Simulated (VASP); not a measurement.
Here is a VASP 6.6.1 calculation.

Contents of INCAR:

```
PREC = Accurate
ENCUT = 520
EDIFF = 1E-6
ISMEAR = 0
SIGMA = 0.02
LREAL = False
LASPH = True
NELM = 80
ALGO = Normal
ISIF = 2
LWAVE = False
LCHARG = True
GGA = PE
LELF = True
LVHAR = True
NBANDS = 22
```

The input KPOINTS:

```
Automatic mesh
0
Gamma
  8 8 4
```

POSCAR

```
Br
1.0
    3.5751533500     -2.3604448000      0.0000000000
    3.5751533500      2.3604448000      0.0000000000
    0.0000000000      0.0000000000      8.4836008000
Br
4
Direct
    0.1710677292      0.8289322708      0.1318765732
    0.6710677292      0.3289322708      0.3681234268
    0.8289322708      0.1710677292      0.8681234268
    0.3289322708      0.6710677292      0.6318765732
```

Potentials or basis: VASP PAW PBE potentials, release 64 (Br).

Command:

```bash
$ cat potpaw_PBE.64/Br/POTCAR > POTCAR
$ mpirun -np 1 vasp_std > vasp.out
```

Question: Estimate the band gap on the k mesh.

Answer: 0.60 eV, indirect (least direct gap 0.82 eV).

Question: Estimate the pressure.

Answer: -3.5 GPa.

Stress tensor (GPa, compression positive):
```
 0.91  0.00  0.00
 0.00 -5.19  0.00
 0.00  0.00 -6.22
```

Caveat: the cell differs from its parent crystal (strained); forces of over 1 eV/Å act on the atoms, so gaps and moduli don't describe the material at rest. A k mesh can miss the band edges.
